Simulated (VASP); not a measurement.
CdSe:

```
Cd Se
1.0
    -4.03567    4.03567    4.03567
     4.03567   -4.03567    4.03567
     4.03567    4.03567   -4.03567
Cd Se
4 4
Direct
  0.32531 0.00000 0.00000
  0.67469 0.67469 0.67469
  0.00000 0.32531 0.00000
  0.00000 0.00000 0.32531
  0.00000 0.67469 0.00000
  0.32531 0.32531 0.32531
  0.67469 0.00000 0.00000
  0.00000 0.00000 0.67469
```

- Program: VASP 6.6.1
- Task: relaxation of cell and atoms
- Functional: PBE
- Potentials or basis: VASP PAW PBE potentials, release 64 (Cd, Se)
- Cutoff: 600 eV
- k mesh: 4 × 4 × 4
- Occupations: gaussian, width 0.1 eV
- Spin: no spin polarisation

At the start: pressure 7.0 GPa; volume 32.86 Å³/atom.

Q: Where does the relaxation end?

A: Over 11 steps the energy falls by 99.8 meV/atom and the volume is 37.91 Å³/atom (+15.4 %); space group I-43m (No. 217, to 0.05 Å).

Step by step:
| step | energy change (eV) | largest force (eV/Å) | pressure (GPa) | volume (Å³) |
| --- | --- | --- | --- | --- |
| 1 | 0.0000 | 0.1594 | 6.98 | 262.91 |
| 2 | -0.6888 | 0.2696 | -1.67 | 321.28 |
| 3 | -0.7823 | 0.2455 | 0.02 | 303.70 |
| 4 | -0.7823 | 0.2470 | -0.08 | 304.56 |
| 5 | -0.7924 | 0.0946 | -0.05 | 304.83 |
| 6 | -0.7929 | 0.0719 | -0.04 | 304.91 |
| 7 | -0.7943 | 0.0645 | 0.00 | 304.55 |
| 8 | -0.7971 | 0.0425 | 0.12 | 303.48 |
| 9 | -0.7957 | 0.0145 | 0.36 | 301.34 |
| 10 | -0.7977 | 0.0269 | 0.21 | 302.71 |
| 11 | -0.7986 | 0.0134 | 0.14 | 303.30 |

Final structure:
```yaml
crystal:
  lattice:
    - [-4.23256, 4.23256, 4.23256]
    - [4.23256, -4.23256, 4.23256]
    - [4.23256, 4.23256, -4.23256]
  atoms:
    - { symbol: Cd, position: [0.31929, 0.00000, 0.00000] }
    - { symbol: Cd, position: [0.68071, 0.68071, 0.68071] }
    - { symbol: Cd, position: [0.00000, 0.31929, 0.00000] }
    - { symbol: Cd, position: [0.00000, 0.00000, 0.31929] }
    - { symbol: Se, position: [0.00000, 0.67331, 0.00000] }
    - { symbol: Se, position: [0.32669, 0.32669, 0.32669] }
    - { symbol: Se, position: [0.67331, 0.00000, 0.00000] }
    - { symbol: Se, position: [0.00000, 0.00000, 0.67331] }
```

Caveat: the volume moved by over 15 % at a fixed basis, so the end points are rough.
